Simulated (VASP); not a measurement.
Wanted: the native input for a VASP 6.6.1 run.

* Task: single point
* Functional: PBE
* Potentials or basis: VASP PAW PBE potentials, release 64 (Al, Ga_d, N)
* Cutoff: 520 eV
* k mesh: 6 × 6 × 4
* Occupations: gaussian, width 0.1 eV
* Spin: collinear spin, ferromagnetic start
* Starting moments: [0.0, 0.0, 0.0, 0.0, 1.0, 1.0] μB
* Dipole correction: no
* Further INCAR settings: ALGO = Normal; EDIFF = 1e-06; NBANDS = 34

The structure of AlGaN lies in POSCAR:

```
AlGaN
1.0
    4.1442921600      0.0000000000      0.0000000000
   -2.0721460800      3.5890622900      0.0000000000
    0.0000000000      0.0000000000      5.2734316400
Al Ga N
2 2 2
Direct
    0.0000000000      0.0000000000      0.5000000000
    0.0000000000      0.0000000000      0.0000000000
    0.3333333300      0.6666666700      0.7500000000
    0.6666666700      0.3333333300      0.2500000000
    0.3333333300      0.6666666700      0.2500000000
    0.6666666700      0.3333333300      0.7500000000
```

The cell was generated, and may not be a known phase.

These files were run (other wordings do the same):

INCAR

```
PREC = Accurate ; ENCUT = 520
EDIFF = 1E-6 ; ISMEAR = 0
SIGMA = 0.1 ; LREAL = False
LASPH = True ; NELM = 150
ALGO = Normal ; ISIF = 2
LWAVE = False ; LCHARG = False
ISPIN = 2 ; MAGMOM = 0 0 0 0 1 1
LORBIT = 11 ; GGA = PE
NBANDS = 34
```

KPOINTS

```
Automatic mesh
0
Gamma
  6 6 4
```

Potentials or basis: VASP PAW PBE potentials, release 64 (Al, Ga_d, N).

Run with:

```sh
$ cat potpaw_PBE.64/Al/POTCAR potpaw_PBE.64/Ga_d/POTCAR potpaw_PBE.64/N/POTCAR > POTCAR
$ mpirun -np 1 vasp_std > vasp.out
```

It gave:

* Pressure: 3.3 GPa
* Band gap on the k mesh: zero (filled and empty bands overlap)
* Net moment: 0.00 μB per cell
* Valence electrons inside the program's atomic spheres: Al 0.77; Ga 11.58; N 3.45

Caveat: the cell stands under pressure.

Run time: 61 s on 1 thread of Intel(R) Xeon(R) Platinum 8488C (Sapphire Rapids), on a shared host, peak memory 0.26 GiB.
